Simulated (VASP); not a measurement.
Wanted: the native input for a VASP 6.6.1 run.

```yaml
Task: single point
Functional: PBEsol
Potentials_or_basis: VASP PAW PBE potentials, release 64 (Na_pv)
Cutoff: 520 eV
k_mesh: 14 × 14 × 8
Occupations: fermi-dirac, width 0.08 eV
Spin: no spin polarisation
Dipole_correction: no
Further_INCAR_settings: ALGO = Normal; EDIFF = 1e-07; NBANDS = 14
```

The structure of Na lies in POSCAR:

```
Na
1.0
    3.7173450343      0.0000000000      0.0000000000
   -1.8586725172      3.2193152344      0.0000000000
    0.0000000000      0.0000000000      6.0723777727
Na
2
Direct
    0.3333333333      0.6666666667      0.2500000000
    0.6666666667      0.3333333333      0.7500000000
```

This isn't the form of Na at room conditions, which is bcc.

These files were run (other wordings do the same):

INCAR

```
ALGO = Normal
EDIFF = 1E-7
ENCUT = 520
GGA = PS
ISIF = 2
ISMEAR = -1
LASPH = T
LCHARG = F
LREAL = F
LWAVE = F
NBANDS = 14
NELM = 100
PREC = Accurate
SIGMA = 0.08
```

KPOINTS

```
k-points
0
Gamma
  14 14 8
```

Potentials or basis: VASP PAW PBE potentials, release 64 (Na_pv).

Command:

```bash
$ cat potpaw_PBE.64/Na_pv/POTCAR > POTCAR
$ mpirun -np 1 vasp_std > vasp.out
```

It gave:

```
Pressure               : 0.0 GPa
Band gap on the k mesh : zero (bands 7 and 8 overlap by 4.14 eV)
```

Caveat: the PAW data sets were made with another functional, which shifts forces and pressure a little.

It took 110 s on 1 thread of Intel Xeon 8259CL, on a shared host, peak memory 0.23 GiB.
